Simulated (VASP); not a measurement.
# Ti (Im-3m) in VASP: a series of runs, part 3 of 3

VASP 6.6.1.

### Step 4. Single point, PBE (volume scaled by 0.98)

Input file INCAR:

```
  ALGO = Normal
  EDIFF = 1E-7
  ENCUT = 520
  GGA = PE
  ISIF = 2
  ISMEAR = -1
  LASPH = T
  LCHARG = F
  LREAL = F
  LWAVE = F
  NBANDS = 12
  NELM = 80
  PREC = Accurate
  SIGMA = 0.05
```

Input file KPOINTS:

```
k-points
0
Gamma
  14 14 14
```

Input file POSCAR:

```
Ti
1.0
   -1.6299862453      1.6299862453      1.6299862453
    1.6299862453     -1.6299862453      1.6299862453
    1.6299862453      1.6299862453     -1.6299862453
Ti
1
Direct
    0.0000000000      0.0000000000      0.0000000000
```

Potentials or basis: VASP PAW PBE potentials, release 64 (Ti_sv).

Run with:

```bash
$ cat potpaw_PBE.64/Ti_sv/POTCAR > POTCAR
$ mpirun -np 1 vasp_std > vasp.out
```

OUTCAR:

```text
EDIFF = 1E-7
   ENCUT = 520
   GGA = PE
   ISIF = 2
   ISMEAR = -1
   LASPH = T
   LREAL = F
   NELM = 80
   PREC = Accurate

 ion  position               nearest neighbor table
   1  0.000  0.000  0.000-

  LATTYP: Found a body centered cubic cell.
 ALAT       =     3.2599724906

  Lattice vectors:

 A1 = (  -1.6299862453,   1.6299862453,   1.6299862453)
 A2 = (   1.6299862453,  -1.6299862453,   1.6299862453)
 A3 = (   1.6299862453,   1.6299862453,  -1.6299862453)

Analysis of symmetry for initial positions (statically):
=====================================================================
 Subroutine PRICEL returns:
 Original cell was already a primitive cell.

 Routine SETGRP: Setting up the symmetry group for a
 body centered cubic supercell.

 Subroutine GETGRP returns: Found 48 space group operations
 (whereof 48 operations were pure point group operations)
 out of a pool of 48 trial point group operations.

The static configuration has the point symmetry O_h .

Analysis of symmetry for dynamics (positions and initial velocities):
=====================================================================
 Subroutine PRICEL returns:
 Original cell was already a primitive cell.

 Routine SETGRP: Setting up the symmetry group for a
 body centered cubic supercell.

 Subroutine GETGRP returns: Found 48 space group operations
 (whereof 48 operations were pure point group operations)
 out of a pool of 48 trial point group operations.

The dynamic configuration has the point symmetry O_h .

 Subroutine INISYM returns: Found 48 space group operations
 (whereof 48 operations are pure point group operations),
 and found     1 'primitive' translations

----------------------------------------------------------------------------------------

                                     Primitive cell

  volume of cell :      17.3225

  direct lattice vectors                    reciprocal lattice vectors
    -1.629986245  1.629986245  1.629986245     0.000000000  0.306751055  0.306751055
     1.629986245 -1.629986245  1.629986245     0.306751055  0.000000000  0.306751055
     1.629986245  1.629986245 -1.629986245     0.306751055  0.306751055  0.000000000

  length of vectors
     2.823218992  2.823218992  2.823218992     0.433811502  0.433811502  0.433811502

  position of ions in fractional coordinates (direct lattice)
     0.000000000  0.000000000  0.000000000

  ion indices of the primitive-cell ions
   primitive index   ion index
                 1           1

----------------------------------------------------------------------------------------

 KPOINTS: k-points

Automatic generation of k-mesh.
 Grid dimensions read from file:
 generate k-points for:   14   14   14

 Generating k-lattice:

  Cartesian coordinates                     Fractional coordinates (reciprocal lattice)
     0.000000000  0.021910790  0.021910790     0.071428571  0.000000000  0.000000000
     0.021910790  0.000000000  0.021910790     0.000000000  0.071428571  0.000000000
     0.021910790  0.021910790  0.000000000     0.000000000  0.000000000  0.071428571

  Length of vectors
     0.030986536  0.030986536  0.030986536

  Shift w.r.t. Gamma in fractional coordinates (k-lattice)
     0.000000000  0.000000000  0.000000000

 Subroutine IBZKPT returns following result:
 ===========================================

 Found    104 irreducible k-points:

 Following reciprocal coordinates:
            Coordinates               Weight
  0.000000  0.000000  0.000000      1.000000
  0.071429  0.000000  0.000000     12.000000
  0.142857  0.000000  0.000000     12.000000
  0.214286  0.000000  0.000000     12.000000
  0.285714  0.000000  0.000000     12.000000
  0.357143  0.000000  0.000000     12.000000
[... 16 lines left out ...]
  0.285714  0.285714  0.000000     24.000000
  0.357143  0.285714  0.000000     24.000000
 [... further k-points ...]
   k-points           NKPTS =    104   k-points in BZ     NKDIM =    104   number of bands    NBANDS=     12
   number of dos      NEDOS =    301   number of ions     NIONS =      1
   total plane-waves  NPLWV =  13824
   dimension x,y,z NGX =    24 NGY =   24 NGZ =   24
   dimension x,y,z NGXF=    48 NGYF=   48 NGZF=   48
   ions per type =               1
   NGX,Y,Z   is equivalent  to a cutoff of  14.13, 14.13, 14.13 a.u.
   NGXF,Y,Z  is equivalent  to a cutoff of  28.26, 28.26, 28.26 a.u.
 SYSTEM =  unknown system
   PREC   = accura    normal or accurate (medium, high low for compatibility)
   ISTART =      0    job   : 0-new  1-cont  2-samecut
   ICHARG =      2    charge: 1-file 2-atom 10-const
   ISPIN  =      1    spin polarized calculation?
   LNONCOLLINEAR =      F non collinear calculations
   LSORBIT =      F    spin-orbit coupling
   LASPH  =      T    aspherical Exc in radial PAW
   ENCUT  =  520.0 eV  38.22 Ry    6.18 a.u.   5.25  5.25  5.25*2*pi/ulx,y,z
   NELM   =     80;   NELMIN=  2; NELMDL= -5     # of ELM steps
   EDIFF  = 0.1E-06   stopping-criterion for ELM
   LREAL  =      F    real-space projection
   EDIFFG = 0.1E-05   stopping-criterion for IOM
   NSW    =      0    number of steps for IOM
   IBRION =     -1    ionic relax: 0-MD 1-quasi-New 2-CG
   NFREE  =      0    steps in history (QN), initial steepest desc. (CG)
   ISIF   =      2    stress and relaxation
   ISYM   =      2    0-nonsym 1-usesym 2-fastsym
   POTIM  = 0.5000    time-step for ionic-motion
   TEBEG  =    0.0;   TEEND  =   0.0 temperature during run
   PSTRESS=    0.0 pullay stress
   NELECT =      12.0000    total number of electrons
   NUPDOWN=      -1.0000    fix difference up-down
   EMIN   =  10.00;   EMAX   =-10.00  energy-range for DOS
   EFERMI =   0.00;   METHOD = LEGACY
   ISMEAR =    -1;   SIGMA  =   0.05  broadening in eV -4-tet -1-fermi 0-gaus
   EFERMI_NEDOS =   21; number of points for ismear=-14 and -15
   IALGO  =     38    algorithm
   IMIX   =      4    mixing-type and parameters
     AMIX     =   0.40;   BMIX     =  1.00
     AMIX_MAG =   1.60;   BMIX_MAG =  1.00
  volume/ion in A,a.u.               =      17.32       116.90
  Fermi-wavevector in a.u.,A,eV,Ry     =   1.448543  2.737349 28.548779  2.098276
  Thomas-Fermi vector in A             =   2.566372
   LORBIT       =      0    0 simple, 1 ext, 2 COOP (PROOUT), +10 PAW based schemes
   GGA     = PE    functional components
[... 5 lines left out ...]
 non-spin polarized calculation
  energy-cutoff  :      520.00
  volume of cell :       17.32
 maximum number of plane-waves:       476
 NGX is ok and might be reduce to    24
   NGX = 11   NGY = 11   NGZ = 11

 number of electron      11.9999997 magnetization

 Free energy of the ion-electron system (eV)
  ---------------------------------------------------
  ext. energy  EPLUGINS =         0.00000000
  ---------------------------------------------------
  free energy    TOTEN  =        -7.73332178 eV

  energy without entropy =       -7.71303725  energy(sigma->0) =       -7.72317951

 E-fermi :   8.1043     XC(G=0): -11.5065

 val. band max:        8.1004532026   @ k =   0.5000   0.5000   0.1429
 cond. band min:       8.1057566622   @ k =   0.3571   0.2143   0.0000
 fundamental gap:      0.0053034596
 Fermi energy:         8.1042814984

 k-point     1 :       0.0000    0.0000    0.0000
  band No.  band energies     occupation
      1     -48.4149      2.00000
      2     -24.2683      2.00000
      3     -24.2683      2.00000
      4     -24.2683      2.00000
      5       2.1543      2.00000
      6       9.1030      0.00000
      7       9.1030      0.00000
      8       9.1030      0.00000
      9      10.8651      0.00000
     10      10.8651      0.00000
     11      25.5441      0.00000
     12      25.5441      0.00000

 k-point     2 :       0.0714    0.0000    0.0000
  band No.  band energies     occupation
      1     -48.4084      2.00000
      2     -24.3033      2.00000
      3     -24.2791      2.00000
      4     -24.2686      2.00000
      5       2.3292      2.00000
      6       9.0233      0.00000
      7       9.0799      0.00000
      8       9.2300      0.00000
      9      10.7734      0.00000
     10      10.8699      0.00000
     11      25.2709      0.00000
     12      25.5216      0.00000
[... 316 lines left out ...]
 k-point    24 :       0.3571    0.2857    0.0000
  band No.  band energies     occupation
      1     -48.2666      2.00000
      2     -24.7831      2.00000
      3     -24.6779      2.00000
      4     -24.3506      2.00000
      5       7.0092      2.00000
      6       7.5718      1.99995
      7       7.7563      1.99810
      8      10.9708      0.00000
      9      11.2043      0.00000
     10      15.2616      0.00000
     11      16.5947      0.00000
     12      17.6511      0.00000

 [... further k-points ...]
[... 5 lines left out ...]
  --------------------------------------------------------------------------------------
  -------------------------------------------------------------------------------------
  Total       -0.0648708     -0.0648708     -0.0648708     -0.0000000      0.0000000      0.0000000
  in kB       -5.9999523     -5.9999523     -5.9999523     -0.0000000      0.0000000      0.0000000
  external PRESSURE =      -5.9999523 kB  Pullay stress =       0.0000000 kB

 VOLUME and BASIS-vectors are now :
 -----------------------------------------------------------------------------
  energy-cutoff  :      520.00
  volume of cell :       17.32
      direct lattice vectors                 reciprocal lattice vectors
    -1.629986245  1.629986245  1.629986245     0.000000000  0.306751055  0.306751055
     1.629986245 -1.629986245  1.629986245     0.306751055  0.000000000  0.306751055
     1.629986245  1.629986245 -1.629986245     0.306751055  0.306751055  0.000000000

 POSITION                                       TOTAL-FORCE (eV/Angst)
 -----------------------------------------------------------------------------------
      0.00000      0.00000      0.00000        -0.000000      0.000000     -0.000000
 -----------------------------------------------------------------------------------
    total drift:                                0.000000      0.000000     -0.000000

  FREE ENERGIE OF THE ION-ELECTRON SYSTEM (eV)
  ---------------------------------------------------
  free  energy   TOTEN  =        -7.7333217802 eV

  energy  without entropy=       -7.7130372490  energy(sigma->0) =       -7.72317951
```

stdout:

```text
POSCAR found type information on POSCAR Ti
 POSCAR found :  1 types and       1 ions
 scaLAPACK will be used
 LDA part: xc-table for (Slater+PW92), standard interpolation
 POSCAR, INCAR and KPOINTS ok, starting setup
 FFT: planning ... GRIDC
 FFT: planning ... GRID_SOFT
 FFT: planning ... GRID
 WAVECAR not read
 entering main loop
```

It took 23 s on 1 thread of Intel Xeon 8259CL, shared host; peak memory 0.15 GiB.

Results:

* Free energy: -7.7333 eV
* Pressure: -0.6 GPa
* Band gap on the k mesh: zero (band 6 reaches 9.10 eV, above the bottom of band 7 at 7.45 eV)

### Step 5. Single point, PBE (volume scaled by 0.99)

Input file INCAR:

```
SYSTEM = Ti
PREC = Accurate
ENCUT = 520
EDIFF = 1E-7
ISMEAR = -1
SIGMA = 0.05
LREAL = .False.
LASPH = .True.
NELM = 80
ALGO = Normal
ISIF = 2
LWAVE = .False.
LCHARG = .False.
GGA = PE
NBANDS = 12
```

Input file KPOINTS:

```
regular mesh
0
Gamma
  14 14 14
  0 0 0
```

Input file POSCAR:

```
Ti
1.0
   -1.6355116647      1.6355116647      1.6355116647
    1.6355116647     -1.6355116647      1.6355116647
    1.6355116647      1.6355116647     -1.6355116647
Ti
1
Direct
    0.0000000000      0.0000000000      0.0000000000
```

Run with:

```bash
$ cat potpaw_PBE.64/Ti_sv/POTCAR > POTCAR
$ mpirun -np 1 vasp_std > vasp.out
```

It took 25 s on 1 thread of Intel Xeon 8259CL, shared host; peak memory 0.15 GiB.

The run converged. Its results:

```yaml
Free_energy: -7.7322 eV
Pressure: -1.6 GPa
Band_gap_on_the_k_mesh: zero (band 6 reaches 8.99 eV, above the bottom of band 7 at 7.34 eV)
```

Levels at points of the mesh, in eV from the Fermi level:
```tsv
k point	band 2	band 3	band 4	band 5	band 6	band 7	band 8	band 9	band 10	band 11
(0.00, 0.00, 0.00)	-32.41	-32.41	-32.41	-5.93	0.99	0.99	0.99	2.73	2.73	17.37
(0.50, 0.00, 0.00)	-33.06	-32.61	-32.41	-2.42	-0.38	1.12	2.72	3.06	4.23	8.69
(0.50, 0.50, 0.50)	-32.86	-32.86	-32.86	-2.07	-2.07	3.89	3.89	3.89	8.33	8.33
```

### Step 6. The runs side by side

| cell | gap on the mesh (eV) | pressure (GPa) |
| --- | --- | --- |
| a = 2.784 Å, angles 109.5°, 1 atom | none | 4.0 |
| a = 2.804 Å, angles 109.5°, 1 atom | none | 1.6 |
| a = 2.823 Å, angles 109.5°, 1 atom | none | -0.6 |
| a = 2.833 Å, angles 109.5°, 1 atom | none | -1.6 |

Alike in all rows: task single point; level PBE; potentials or basis VASP PAW PBE potentials, release 64 (Ti_sv); no spin polarisation; k mesh 14 × 14 × 14; cutoff (eV) 520; smearing fermi-dirac 0.05 eV.

Absolute energies hang on the potentials; compare differences alone.
